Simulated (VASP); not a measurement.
Write the native input for VASP 6.6.1 that does the following.

| Property | Result |
| --- | --- |
| Task | single point |
| Functional | PBE |
| Potentials or basis | VASP PAW PBE potentials, release 64 (Sc_sv, Si) |
| Cutoff | 520 eV |
| k mesh | 4 × 4 × 2 |
| Occupations | gaussian, width 0.1 eV |
| Spin | no spin polarisation |
| Dipole correction | no |
| Further INCAR settings | ALGO = Fast; EDIFF = 1e-06; NBANDS = 59 |

The structure of Sc4Si lies in POSCAR:

```
Sc4Si
1.0
    5.6560936477      0.2551218166     -0.1504209219
    2.4517386322      5.1450175673      0.0792755964
    2.2631822482      1.1072591826      7.6513033082
Sc Si
8 2
Direct
    0.2377312473      0.6230364967      0.7013915000
    0.5013791374      0.3927666661      0.3209374800
    0.8479983672      0.2558233935      0.8991450518
   -0.0051193496      0.8836512945      0.3319557418
   -0.0490984206      0.3447174704      0.5010197259
    0.8045550529      0.7160036457      0.0675675234
    0.5641866941      0.9754992761      0.6984808409
    0.2987080878      0.2079175356      0.0795788318
    0.3235961778      0.7243177527      0.9998452460
    0.4760630056      0.8762664684      0.4000780585
```

One way to write it, as run:

INCAR

```
SYSTEM = Sc4Si
PREC = Accurate
ENCUT = 520
EDIFF = 1E-6
ISMEAR = 0
SIGMA = 0.1
LREAL = .FALSE.
LASPH = .TRUE.
NELM = 80
ALGO = Fast
ISIF = 2
LWAVE = .FALSE.
LCHARG = .TRUE.
GGA = PE
LELF = .TRUE.
LVHAR = .TRUE.
NBANDS = 59
```

KPOINTS

```
regular mesh
0
G
  4 4 2
  0 0 0
```

Potentials or basis: VASP PAW PBE potentials, release 64 (Sc_sv, Si).

Run with:

```bash
$ cat potpaw_PBE.64/Sc_sv/POTCAR potpaw_PBE.64/Si/POTCAR > POTCAR
$ mpirun -np 1 vasp_std > vasp.out
```

It gave:

```json
{
 "Pressure": "0.1 GPa",
 "Largest force": "0.022 eV/Å",
 "Band gap on the k mesh": "zero (bands 48 and 49 overlap by 0.26 eV)"
}
```

Caveat: the k points lie up to 0.41 Å⁻¹ apart.

Run time: 4.6 min on 1 thread of Intel(R) Xeon(R) 6975P-C (Granite Rapids), with other jobs on the host, peak memory 0.41 GiB.
